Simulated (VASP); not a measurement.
# Si16O (a cell with a defect) in VASP: single point with PBE+D3(BJ)

Aim: the single point of Si16O (a cell with a defect) with PBE+D3(BJ).

All numbers are computed with VASP 6.6.1; they aren't measurements. Logs are shortened: lines on timing, memory, paths and dates and some standing lists are left out, and cuts for length are marked.

## 1. The cell of the first run

The cell holds a defect, 17 atoms: a = 7.679 Å, b = 7.679 Å, c = 7.679 Å, α = 60.00°, β = 60.00°, γ = 60.00°.

## 2. Single point, PBE+D3(BJ), collinear spin, ferromagnetic start

INCAR

```
ALGO     = Normal         # electronic algorithm
EDIFF    = 1E-6           # SCF threshold, eV
ENCUT    = 520            # plane-wave cutoff, eV
GGA      = PE             # functional
ISIF     = 2              # what is computed and relaxed
ISMEAR   = 0              # smearing method
ISPIN    = 2              # spin polarisation
IVDW     = 12             # dispersion correction
LASPH    = T              # aspherical terms in the spheres
LCHARG   = T              # write CHGCAR
LELF     = T              # ELF
LORBIT   = 11             # projections on sites
LREAL    = Auto         
LVHAR    = T            
LWAVE    = F              # write WAVECAR
MAGMOM   = 0 0 0 0 0 0 0 0 0 0 0 0 0 0 0 0 1 # initial moments
NBANDS   = 53             # bands
NELM     = 150            # most SCF steps
PREC     = Accurate       # precision mode
SIGMA    = 0.02           # smearing width, eV
```

KPOINTS

```
k-points
0
Gamma
  2 2 2
```

POSCAR

```
Si16O
1.0
    0.0000000000      5.4300000000      5.4300000000
    5.4300000000      0.0000000000      5.4300000000
    5.4300000000      5.4300000000      0.0000000000
Si O
16 1
Direct
    0.0003627576      0.0113083186     -0.0057351449
    0.1251877129      0.1211390416      0.1328572873
   -0.0253555861      0.0084405127      0.5088541773
    0.1256947437      0.1211742906      0.6210328018
    0.0002755513      0.4943818622     -0.0057667529
    0.0874438362      0.6376795061      0.1374083631
    0.0004859243      0.4944339599      0.5110282465
    0.1256952315      0.6325003502      0.6210102101
    0.4948544370     -0.0221714035      0.0498702691
    0.6304704211      0.1575271173      0.1059733554
    0.4952680734     -0.0222537689      0.4775612443
    0.6024883435      0.1326530606      0.6326080282
    0.4607281835      0.5132983277      0.0129523715
    0.6303430313      0.6064350419      0.1059875216
    0.4952577980      0.5498612617      0.4775605717
    0.6304831557      0.6063740543      0.6572410781
    0.5088423650      0.8307256770      0.3301305518
```

Potentials or basis: VASP PAW PBE potentials, release 64 (Si, O).

On the command line:

```
cat potpaw_PBE.64/Si/POTCAR potpaw_PBE.64/O/POTCAR > POTCAR
mpirun -np 1 vasp_std > vasp.out
```

OUTCAR:

```text
EDIFF = 1E-6
   ENCUT = 520
   GGA = PE
   ISIF = 2
   ISMEAR = 0
   ISPIN = 2
   IVDW = 12
   LASPH = T
   LORBIT = 11
   LREAL = Auto
   NELM = 150
   PREC = Accurate
 IVDW          = 12

 ion  position               nearest neighbor table
   1  0.000  0.011  0.994-  10 2.32   4 2.34   2 2.34   6 2.36
   2  0.125  0.121  0.133-   9 2.33   5 2.34   1 2.34   3 2.36
   3  0.975  0.008  0.509-  12 2.33   8 2.36   2 2.36   4 2.36
   4  0.126  0.121  0.621-  11 2.33   1 2.34   7 2.34   3 2.36
   5  0.000  0.494  0.994-  14 2.32   8 2.34   2 2.34   6 2.36
   6  0.087  0.638  0.137-  13 2.34   1 2.36   5 2.36   7 2.36
   7  0.000  0.494  0.511-  16 2.32   8 2.34   4 2.34   6 2.36
   8  0.126  0.633  0.621-  15 2.33   5 2.34   7 2.34   3 2.36
   9  0.495  0.978  0.050-  17 1.90   2 2.33  14 2.38  10 2.38  12 2.62
  10  0.630  0.158  0.106-  13 2.26   1 2.32   9 2.38  11 2.38
  11  0.495  0.978  0.478-  17 1.90   4 2.33  16 2.38  10 2.38  12 2.62
  12  0.602  0.133  0.633-   3 2.33  11 2.62  15 2.62   9 2.62
  13  0.461  0.513  0.013-  16 2.26  14 2.26  10 2.26   6 2.34
  14  0.630  0.606  0.106-  13 2.26   5 2.32   9 2.38  15 2.38
  15  0.495  0.550  0.478-  17 1.90   8 2.33  16 2.38  14 2.38  12 2.62
  16  0.630  0.606  0.657-  13 2.26   7 2.32  11 2.38  15 2.38
  17  0.509  0.831  0.330-   9 1.90  15 1.90  11 1.90

  LATTYP: Found a face centered cubic cell.
 ALAT       =    10.8600000000

  Lattice vectors:

 A1 = (   0.0000000000,   5.4300000000,   5.4300000000)
 A2 = (   5.4300000000,   0.0000000000,   5.4300000000)
 A3 = (   5.4300000000,   5.4300000000,   0.0000000000)

Analysis of symmetry for initial positions (statically):
=====================================================================
 Subroutine PRICEL returns:
 Original cell was already a primitive cell.

 Routine SETGRP: Setting up the symmetry group for a
 face centered cubic supercell.

 Subroutine GETGRP returns: Found  1 space group operations
 (whereof  1 operations were pure point group operations)
 out of a pool of 48 trial point group operations.

The static configuration has the point symmetry C_1 .

Analysis of symmetry for dynamics (positions and initial velocities):
=====================================================================
 Subroutine PRICEL returns:
 Original cell was already a primitive cell.

 Routine SETGRP: Setting up the symmetry group for a
 face centered cubic supercell.

 Subroutine GETGRP returns: Found  1 space group operations
 (whereof  1 operations were pure point group operations)
 out of a pool of 48 trial point group operations.

The dynamic configuration has the point symmetry C_1 .

Analysis of structural, dynamic, and magnetic symmetry:
=====================================================================
 Subroutine PRICEL returns:
 Original cell was already a primitive cell.

 Routine SETGRP: Setting up the symmetry group for a
 face centered cubic supercell.

 Subroutine GETGRP returns: Found  1 space group operations
 (whereof  1 operations were pure point group operations)
 out of a pool of 48 trial point group operations.

The overall configuration has the point symmetry C_1 .

 Subroutine INISYM returns: Found  1 space group operations
 (whereof  1 operations are pure point group operations),
 and found     1 'primitive' translations

----------------------------------------------------------------------------------------

                                     Primitive cell

  volume of cell :     320.2060

  direct lattice vectors                    reciprocal lattice vectors
     0.000000000  5.430000000  5.430000000    -0.092081031  0.092081031  0.092081031
     5.430000000  0.000000000  5.430000000     0.092081031 -0.092081031  0.092081031
     5.430000000  5.430000000  0.000000000     0.092081031  0.092081031 -0.092081031

  length of vectors
     7.679179644  7.679179644  7.679179644     0.159489025  0.159489025  0.159489025

  position of ions in fractional coordinates (direct lattice)
     0.000362758  0.011308319  0.994264855
     0.125187713  0.121139042  0.132857287
     0.974644414  0.008440513  0.508854177
     0.125694744  0.121174291  0.621032802
     0.000275551  0.494381862  0.994233247
     0.087443836  0.637679506  0.137408363
[... 9 lines left out ...]
     0.630483156  0.606374054  0.657241078
     0.508842365  0.830725677  0.330130552

  ion indices of the primitive-cell ions
   primitive index   ion index
                 1           1
[... 62 lines left out ...]
   PREC   = accura    normal or accurate (medium, high low for compatibility)
   ISTART =      0    job   : 0-new  1-cont  2-samecut
   ICHARG =      2    charge: 1-file 2-atom 10-const
   ISPIN  =      2    spin polarized calculation?
   LNONCOLLINEAR =      F non collinear calculations
   LSORBIT =      F    spin-orbit coupling
   LASPH  =      T    aspherical Exc in radial PAW
   ENCUT  =  520.0 eV  38.22 Ry    6.18 a.u.  14.28 14.28 14.28*2*pi/ulx,y,z
   NELM   =    150;   NELMIN=  2; NELMDL= -5     # of ELM steps
   EDIFF  = 0.1E-05   stopping-criterion for ELM
   LREAL  =      T    real-space projection
   EDIFFG = 0.1E-04   stopping-criterion for IOM
   NSW    =      0    number of steps for IOM
   IBRION =     -1    ionic relax: 0-MD 1-quasi-New 2-CG
   NFREE  =      0    steps in history (QN), initial steepest desc. (CG)
   ISIF   =      2    stress and relaxation
   ISYM   =      2    0-nonsym 1-usesym 2-fastsym
   POTIM  = 0.5000    time-step for ionic-motion
   TEBEG  =    0.0;   TEEND  =   0.0 temperature during run
   PSTRESS=    0.0 pullay stress
   NELECT =      70.0000    total number of electrons
   NUPDOWN=      -1.0000    fix difference up-down
   EMIN   =  10.00;   EMAX   =-10.00  energy-range for DOS
   EFERMI =   0.00;   METHOD = LEGACY
   ISMEAR =     0;   SIGMA  =   0.02  broadening in eV -4-tet -1-fermi 0-gaus
   EFERMI_NEDOS =   21; number of points for ismear=-14 and -15
   IALGO  =     38    algorithm
   IMIX   =      4    mixing-type and parameters
     AMIX     =   0.40;   BMIX     =  1.00
     AMIX_MAG =   1.60;   BMIX_MAG =  1.00
  volume/ion in A,a.u.               =      18.84       127.11
  Fermi-wavevector in a.u.,A,eV,Ry     =   0.986199  1.863645 13.232857  0.972588
  Thomas-Fermi vector in A             =   2.117562
   LORBIT       =     11    0 simple, 1 ext, 2 COOP (PROOUT), +10 PAW based schemes
   GGA     = PE    functional components
   LHFCALC =     F    Hartree Fock is set to
   AEXX    =    0.0000 exact exchange contribution
   IVDW    =    12    specifies the selected vdW correction
   LEPSILON=     F    determine dielectric tensor
   LRPA    =     F    only Hartree local field effects (RPA)
 spin polarized calculation
 Gauss-broadening in eV      SIGMA  =   0.02
  energy-cutoff  :      520.00
  volume of cell :      320.21
 maximum number of plane-waves:      8646
 NGX is ok and might be reduce to    60
   NGX = 29   NGY = 29   NGZ = 29

 number of electron      70.0000000 magnetization       0.0000472

 number of electron      70.0000000 magnetization      -0.0000005

 Free energy of the ion-electron system (eV)
  ---------------------------------------------------
  ext. energy  EPLUGINS =         0.00000000
  ---------------------------------------------------
  free energy    TOTEN  =       -90.48380607 eV

  energy without entropy =      -90.48380607  energy(sigma->0) =      -90.48380607

 E-fermi :   6.3924     XC(G=0):  -9.5501

 val. band max:        6.3008322678   @ k =   0.5000   0.0000   0.0000
 cond. band min:       6.4921316584   @ k =   0.0000   0.0000   0.0000
 fundamental gap:      0.1912993907
 Fermi energy:         6.3924015544

 spin component 1

 k-point     1 :       0.0000    0.0000    0.0000
  band No.  band energies     occupation
      1     -14.2716      1.00000
      2      -5.7412      1.00000
      3      -4.2802      1.00000
      4      -4.2773      1.00000
      5      -3.7966      1.00000
      6      -3.1452      1.00000
[... 389 lines left out ...]
     46      10.3462      0.00000
     47      10.3651      0.00000
 Fermi energy:         6.3924015544

 spin component 2

 k-point     1 :       0.0000    0.0000    0.0000
  band No.  band energies     occupation
      1     -14.2717      1.00000
      2      -5.7412      1.00000
      3      -4.2802      1.00000
      4      -4.2773      1.00000
      5      -3.7966      1.00000
      6      -3.1452      1.00000
[... 389 lines left out ...]
     46      10.3462      0.00000
     47      10.3651      0.00000
 [bands above 47 left out]

------------------------ aborting loop because EDIFF is reached ----------------------------------------

 Edisp (eV)   -5.30373

 E8    (eV) :    -2.1794

  FORCE on cell =-STRESS in cart. coord.  units (eV):
  Direction    XX          YY          ZZ          XY          YZ          ZX
  --------------------------------------------------------------------------------------
  -------------------------------------------------------------------------------------
  Total       2.99924     2.99368     3.00168    -0.16497     0.16108    -0.15069
  in kB      15.00695    14.97913    15.01917    -0.82545     0.80596    -0.75401
  external pressure =       15.00 kB  Pullay stress =        0.00 kB

 VOLUME and BASIS-vectors are now :
 -----------------------------------------------------------------------------
  energy-cutoff  :      520.00
  volume of cell :      320.21
      direct lattice vectors                 reciprocal lattice vectors
     0.000000000  5.430000000  5.430000000    -0.092081031  0.092081031  0.092081031
     5.430000000  0.000000000  5.430000000     0.092081031 -0.092081031  0.092081031
     5.430000000  5.430000000  0.000000000     0.092081031  0.092081031 -0.092081031

 POSITION                                       TOTAL-FORCE (eV/Angst)
 -----------------------------------------------------------------------------------
      5.46026      5.40083      0.06337         0.000720      0.001544     -0.002146
      1.37920      1.40118      1.33755        -0.005325     -0.002060      0.005615
      2.80891      8.05540      5.33815        -0.004934     -0.003723      0.004926
      4.03018      4.05473      1.34050         0.002519     -0.001319     -0.000818
      8.08318      5.40018      2.68599         0.003785      0.001926     -0.001616
      4.20873      1.22095      3.93742        -0.000759      0.002704      0.000911
[... 9 lines left out ...]
      6.86143      6.99234      6.71613        -0.007687      0.000397      0.005326
      6.30345      4.55562      7.27385        -0.002190      0.020049      0.000495
 -----------------------------------------------------------------------------------
    total drift:                                0.000268     -0.006385     -0.008783

  FREE ENERGIE OF THE ION-ELECTRON SYSTEM (eV)
  ---------------------------------------------------
  free  energy   TOTEN  =       -95.7875313187 eV

  energy  without entropy=      -95.7875313187  energy(sigma->0) =      -95.78753132

 total charge

# of ion       s       p       d       tot
------------------------------------------
    1        0.740   0.960   0.000   1.700
    2        0.744   0.959   0.000   1.703
    3        0.745   0.952   0.000   1.697
    4        0.744   0.959   0.000   1.703
    5        0.740   0.960   0.000   1.700
    6        0.742   0.951   0.000   1.693
[... 9 lines left out ...]
   16        0.769   0.944   0.000   1.712
   17        1.596   3.453   0.000   5.049
--------------------------------------------------
tot         13.617  18.390   0.000  32.007

 magnetization (x)

# of ion       s       p       d       tot
------------------------------------------
    1        0.000   0.000   0.000   0.000
    2        0.000   0.000   0.000   0.000
    3       -0.000  -0.000   0.000  -0.000
    4        0.000  -0.000   0.000   0.000
    5        0.000   0.000   0.000   0.000
    6       -0.000  -0.000   0.000  -0.000
[... 9 lines left out ...]
   16        0.000   0.000   0.000   0.000
   17       -0.000  -0.000   0.000  -0.000
--------------------------------------------------
tot         -0.000  -0.000   0.000  -0.000
```

Wall time 15 min (1 thread of Oxide Virtual Turin-like, shared host); peak memory 0.68 GiB.

What came out:

- Free energy: -95.7875 eV
- Pressure: 1.5 GPa
- Largest force: 0.032 eV/Å
- Band gap on the k mesh: zero (filled and empty bands overlap)
- Net moment: 0.00 μB per cell
- Valence electrons inside the program's atomic spheres: Si 1.70, 1.69, 1.62, 1.71, 1.60, 1.76 (each value once); O 5.05
- Dispersion energy per atom: -0.312 eV

Forces on the atoms (eV/Å):
```
Si   0.001  0.002 -0.002
Si  -0.005 -0.002  0.006
Si  -0.005 -0.004  0.005
Si   0.003 -0.001 -0.001
Si   0.004  0.002 -0.002
Si  -0.001  0.003  0.001
Si   0.002 -0.003 -0.004
Si   0.001 -0.001 -0.003
Si  -0.006 -0.031  0.006
Si   0.003  0.003 -0.005
Si   0.023 -0.003  0.010
Si  -0.006  0.009  0.007
Si   0.001  0.004  0.001
Si   0.004  0.005 -0.002
Si  -0.009 -0.002 -0.022
Si  -0.008  0.000  0.005
O   -0.002  0.020  0.000
```

Stress tensor (GPa, compression positive):
```
 1.50 -0.08 -0.08
-0.08  1.50  0.08
-0.08  0.08  1.50
```

Levels at points of the mesh, in eV from the Fermi level:
Spin up:
```tsv
k point	band 31	band 32	band 33	band 34	band 35	band 36	band 37	band 38	band 39	band 40
(0.00, 0.00, 0.00)	-1.35	-0.80	-0.79	-0.38	0.10	0.10	0.38	0.38	0.55	0.55
(0.50, 0.00, 0.00)	-1.55	-1.55	-1.12	-1.11	-0.10	-0.09	1.04	1.09	1.09	1.23
(0.00, 0.50, 0.00)	-1.91	-1.58	-1.25	-1.06	-0.86	0.52	1.00	1.06	1.30	1.31
(0.00, 0.00, 0.50)	-1.91	-1.58	-1.25	-1.06	-0.86	0.52	1.00	1.06	1.30	1.31
(0.50, 0.50, 0.50)	-1.91	-1.58	-1.25	-1.06	-0.86	0.52	1.00	1.06	1.30	1.31
(0.50, 0.50, 0.00)	-2.10	-1.77	-1.75	-1.56	-1.09	0.22	0.89	1.00	2.02	2.14
(0.00, 0.50, 0.50)	-2.10	-1.77	-1.74	-1.56	-1.09	0.22	0.89	1.00	2.02	2.14
(0.50, 0.00, 0.50)	-2.10	-1.77	-1.75	-1.56	-1.09	0.21	0.89	1.00	2.02	2.13
```
Spin down:
| k point | band 31 | band 32 | band 33 | band 34 | band 35 | band 36 | band 37 | band 38 | band 39 | band 40 |
| --- | --- | --- | --- | --- | --- | --- | --- | --- | --- | --- |
| (0.00, 0.00, 0.00) | -1.35 | -0.80 | -0.79 | -0.38 | 0.10 | 0.10 | 0.38 | 0.38 | 0.55 | 0.55 |
| (0.50, 0.00, 0.00) | -1.55 | -1.55 | -1.12 | -1.11 | -0.10 | -0.09 | 1.04 | 1.09 | 1.09 | 1.23 |
| (0.00, 0.50, 0.00) | -1.91 | -1.58 | -1.25 | -1.06 | -0.86 | 0.52 | 1.00 | 1.06 | 1.30 | 1.31 |
| (0.00, 0.00, 0.50) | -1.91 | -1.58 | -1.25 | -1.06 | -0.86 | 0.52 | 1.00 | 1.06 | 1.30 | 1.31 |
| (0.50, 0.50, 0.50) | -1.91 | -1.58 | -1.25 | -1.06 | -0.86 | 0.52 | 1.00 | 1.06 | 1.30 | 1.31 |
| (0.50, 0.50, 0.00) | -2.10 | -1.77 | -1.75 | -1.56 | -1.09 | 0.22 | 0.89 | 1.00 | 2.02 | 2.14 |
| (0.00, 0.50, 0.50) | -2.10 | -1.77 | -1.74 | -1.56 | -1.09 | 0.22 | 0.89 | 1.00 | 2.02 | 2.14 |
| (0.50, 0.00, 0.50) | -2.10 | -1.77 | -1.75 | -1.56 | -1.09 | 0.21 | 0.89 | 1.00 | 2.02 | 2.13 |

Caveat: the k points lie up to 0.50 Å⁻¹ apart.

The gap in the log of VASP goes by the Fermi energy; the results here count the filled bands.